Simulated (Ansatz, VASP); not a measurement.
Two plane-wave programs on SiC

INCAR

```
ALGO = Normal
EDIFF = 1E-6
ENCUT = 600
GGA = PS
GGA_COMPAT = False
ISIF = 2
ISMEAR = 0
LASPH = True
LCHARG = False
LREAL = False
LWAVE = False
NBANDS = 11
NELM = 120
PREC = Accurate
SIGMA = 0.02
```

KPOINTS

```
k-points
0
Gamma
  10 10 10
```

POSCAR

```
SiC
1.0
    0.0000000000      2.1784576213      2.1784576213
    2.1784576213      0.0000000000      2.1784576213
    2.1784576213      2.1784576213      0.0000000000
Si C
1 1
Direct
    0.0000000000      0.0000000000      0.0000000000
    0.2500000000      0.2500000000      0.2500000000
```

Input for Ansatz:

```yaml
crystal:
  lattice:
    - [0.0, 2.1784576213, 2.1784576213]
    - [2.1784576213, 0.0, 2.1784576213]
    - [2.1784576213, 2.1784576213, 0.0]
  atoms:
    - { symbol: Si, position: [0.0, 0.0, 0.0] }
    - { symbol: C, position: [0.25, 0.25, 0.25] }
basis:
  ecutwfc: 420
kpoints:
  mp_grid: { grid: [10, 10, 10] }
  band_path:
    path:
      - [[0.0, 0.0, 0.0], [-0.5, -0.5, 0.0], [-0.375, -0.375, 0.25]]
      - [[-0.375, 0.0, 0.375], [0.0, 0.0, 0.0], [0.0, 0.0, 0.5], [-0.5, -0.25, 0.25], [-0.5, -0.5, 0.0]]
    npoints: 10
hamiltonian:
  xc: pbesol
  pseudopotentials: { kind: paw, azcp: { folder: soft_1 } }
scf:
  occupations: { method: gaussian, width: 0.02 }
  n_extra_bands: 7
output:
  forces: true
  stress: true
  eigenvalues: true
  write_density: true
  write_potential: true
  elf: true
  volumetric_format: npy
```

Alike in both runs: task single point; functional PBEsol; k mesh 10 × 10 × 10; occupations gaussian, width 0.02 eV; no spin polarisation.

|  | VASP | Ansatz |
| --- | --- | --- |
| version | VASP 6.6.1 | Ansatz 0.2.0 |
| potentials or method | VASP PAW PBE potentials, release 64 (Si, C), cutoff 600 eV | scalar-relativistic, plane waves, PAW |
| valence electrons in the cell | 8 | 8 |

```csv
,VASP,Ansatz,Ansatz less VASP
gap on the k mesh at the Fermi level (eV),1.23,1.24,+0.010
least direct gap on the mesh (eV),4.44,4.46,+0.014
pressure (GPa),0.2,0.0,-0.21
```

VASP's potentials were made for PBE, not for PBEsol, and Ansatz warns of the same on its side.
